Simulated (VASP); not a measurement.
# Al3Cu (Pmmm) in VASP: notebook, part 2 of 2

VASP 6.6.1. Earlier steps stand in the parts before.

## (3) Single point, PBEsol (strain +0.0075 x Voigt [1, -1, 0, 0, 0, 0])

Input file INCAR:

```
SYSTEM = Al3Cu
ALGO = Fast
EDIFF = 1E-7
ENCUT = 520
GGA = PS
ISIF = 2
ISMEAR = 0
LASPH = .TRUE.
LCHARG = .TRUE.
LELF = .TRUE.
LREAL = .FALSE.
LVHAR = .TRUE.
LWAVE = .FALSE.
NBANDS = 18
NELM = 60
PREC = Accurate
SIGMA = 0.15
```

Input file KPOINTS:

```
k-points
0
G
  18 18 6
  0 0 0
```

Input file POSCAR:

```
Al3Cu
1.0
    2.8005306324      0.0000000000      0.0000000000
    0.0000000000      2.7588353872      0.0000000000
    0.0000000000      0.0000000000      7.6029571177
Al Cu
3 1
Direct
    0.0000000000      0.0000000000      0.5000000000
    0.5000000000      0.5000000000      0.2206884206
    0.5000000000      0.5000000000      0.7793115794
    0.0000000000      0.0000000000      0.0000000000
```

Potentials or basis: VASP PAW PBE potentials, release 64 (Al, Cu).

On the command line:

```bash
cat potpaw_PBE.64/Al/POTCAR potpaw_PBE.64/Cu/POTCAR > POTCAR
mpirun -np 1 vasp_std > vasp.out
```

OUTCAR:

```text
SYSTEM = Al3Cu
   EDIFF = 1E-7
   ENCUT = 520
   GGA = PS
   ISIF = 2
   ISMEAR = 0
   LASPH = .TRUE.
   LREAL = .FALSE.
   NELM = 60
   PREC = Accurate

 ion  position               nearest neighbor table
   1  0.000  0.000  0.500-   2 2.89   3 2.89   2 2.89   3 2.89   2 2.89   3 2.89   2 2.89   3 2.89

   2  0.500  0.500  0.221-   4 2.58   4 2.58   4 2.58   4 2.58   1 2.89   1 2.89   1 2.89   1 2.89
                             3 3.36
[... 710 lines left out ...]
  FORCE on cell =-STRESS in cart. coord.  units (eV):
  Direction    XX          YY          ZZ          XY          YZ          ZX
  --------------------------------------------------------------------------------------
  -------------------------------------------------------------------------------------
  Total       -0.3221312      0.5368808     -0.0059166      0.0000000      0.0000000      0.0000000
  in kB       -8.7860701     14.6433281     -0.1613731      0.0000000      0.0000000      0.0000000
  external PRESSURE =       1.8986283 kB  Pullay stress =       0.0000000 kB

 VOLUME and BASIS-vectors are now :
 -----------------------------------------------------------------------------
  energy-cutoff  :      520.00
  volume of cell :       58.74
      direct lattice vectors                 reciprocal lattice vectors
     2.800530632  0.000000000  0.000000000     0.357075187  0.000000000  0.000000000
     0.000000000  2.758835387  0.000000000     0.000000000  0.362471790  0.000000000
     0.000000000  0.000000000  7.602957118     0.000000000  0.000000000  0.131527771

 POSITION                                       TOTAL-FORCE (eV/Angst)
 -----------------------------------------------------------------------------------
      0.00000      0.00000      3.80148        -0.000000      0.000000      0.000000
      1.40027      1.37942      1.67788        -0.000000      0.000000      0.061511
      1.40027      1.37942      5.92507         0.000000      0.000000     -0.061511
      0.00000      0.00000      0.00000        -0.000000      0.000000      0.000000
 -----------------------------------------------------------------------------------
    total drift:                               -0.000000      0.000000      0.000000

  FREE ENERGIE OF THE ION-ELECTRON SYSTEM (eV)
  ---------------------------------------------------
  free  energy   TOTEN  =       -16.9771551988 eV

  energy  without entropy=      -16.9628485661  energy(sigma->0) =      -16.97000188
```

Wall time 17 min (1 thread of Intel Xeon 8259CL, shared host); peak memory 0.5 GiB.

Results:

* Free energy: -16.9772 eV
* Pressure: 0.2 GPa
* Largest force: 0.062 eV/Å
* Band gap on the k mesh: zero (bands 10 and 11 overlap by 6.14 eV)

Forces on the atoms (eV/Å):
```
Al   0.000  0.000  0.000
Al   0.000  0.000  0.062
Al   0.000  0.000 -0.062
Cu   0.000  0.000  0.000
```

Caveat: the cell differs from its parent crystal (strain +0.0075 x Voigt [1, -1, 0, 0, 0, 0]); the PAW data sets were made with another functional, which shifts forces and pressure a little.

## (4) Single point, PBEsol (strain -0.0300 x Voigt [1, -1, 0, 0, 0, 0])

Input file INCAR:

```
PREC     = Accurate       # precision mode
ENCUT    = 520            # plane-wave cutoff, eV
EDIFF    = 1E-7           # SCF threshold, eV
ISMEAR   = 0              # smearing method
SIGMA    = 0.15           # smearing width, eV
LREAL    = False          # projectors in reciprocal space
LASPH    = True           # aspherical terms in the spheres
NELM     = 80             # most SCF steps
ALGO     = Fast           # electronic algorithm
ISIF     = 2              # what is computed and relaxed
LWAVE    = False          # write WAVECAR
LCHARG   = False          # write CHGCAR
GGA      = PS             # functional
NBANDS   = 18             # bands
```

Input file KPOINTS:

```
Automatic mesh
0
Gamma
  18 18 6
```

Edit POSCAR of step 3 so:

```diff
@@ -2,4 +2,4 @@
 1.0
-    2.8005306324      0.0000000000      0.0000000000
-    0.0000000000      2.7588353872      0.0000000000
+    2.6962925195      0.0000000000      0.0000000000
+    0.0000000000      2.8630735001      0.0000000000
     0.0000000000      0.0000000000      7.6029571177
```

On the command line:

```bash
cat potpaw_PBE.64/Al/POTCAR potpaw_PBE.64/Cu/POTCAR > POTCAR
mpirun -np 1 vasp_std > vasp.out
```

It took 17 min on 1 thread of Intel Xeon 8259CL, shared host; peak memory 0.49 GiB.

The run converged. Its results:

| Quantity | Value |
| --- | --- |
| Free energy | -16.9359 eV |
| Pressure | 0.6 GPa |
| Largest force | 0.045 eV/Å |
| Band gap on the k mesh | zero (bands 10 and 11 overlap by 6.34 eV) |

Forces on the atoms (eV/Å):
```
Al   0.000  0.000  0.000
Al   0.000  0.000  0.045
Al   0.000  0.000 -0.045
Cu   0.000  0.000  0.000
```

Stress tensor (GPa, compression positive):
```
 4.46  0.00  0.00
 0.00 -2.29  0.00
 0.00  0.00 -0.30
```

Levels at points of the mesh, in eV from the Fermi level:
```csv
k point,band 7,band 8,band 9,band 10,band 11,band 12,band 13,band 14
"(0.00, 0.00, 0.00)",-3.57,-3.27,-1.83,0.44,5.53,6.21,7.75,7.84
"(0.50, 0.00, 0.00)",-3.84,-3.63,-3.57,-2.13,-1.62,2.87,4.17,4.24
"(0.00, 0.50, 0.00)",-3.82,-3.63,-3.50,-2.61,-2.20,2.41,3.56,3.62
"(0.50, 0.50, 0.00)",-2.46,-0.42,-0.35,0.03,0.25,0.32,0.74,0.76
"(0.00, 0.00, 0.50)",-3.57,-3.56,-3.27,4.01,5.52,6.14,6.19,6.20
"(0.50, 0.00, 0.50)",-3.87,-3.63,-2.51,-0.79,-0.72,0.37,1.07,8.87
"(0.00, 0.50, 0.50)",-3.63,-3.50,-2.78,-1.31,-1.30,-0.23,0.47,8.36
"(0.50, 0.50, 0.50)",-1.69,-1.68,-1.56,-0.50,-0.46,0.65,1.62,3.28
```

Caveat: the cell differs from its parent crystal (strain -0.0300 x Voigt [1, -1, 0, 0, 0, 0]); the PAW data sets were made with another functional, which shifts forces and pressure a little.

## (5) Summary

```csv
cell,further INCAR settings,gap on the mesh (eV),pressure (GPa),largest force (eV/Å)
"a = 2.842, b = 2.717, c = 7.603 Å, 4 atoms",ALGO = Fast; EDIFF = 1e-06; NBANDS = 18,none,0.4,0.05
"a = 2.801, b = 2.759, c = 7.603 Å, 4 atoms",ALGO = Fast; EDIFF = 1e-07; NBANDS = 18,none,0.2,0.06
"a = 2.696, b = 2.863, c = 7.603 Å, 4 atoms",ALGO = Fast; EDIFF = 1e-07; NBANDS = 18,none,0.6,0.05
```

Alike in all rows: task single point; level PBEsol; potentials or basis VASP PAW PBE potentials, release 64 (Al, Cu); no spin polarisation; k mesh 18 × 18 × 6; cutoff (eV) 520; smearing gaussian 0.15 eV.

Caveats: the PAW data sets were made with another functional, which shifts forces and pressure a little.

Total energies depend on the potentials used, so only differences within one code and one set of settings carry meaning.
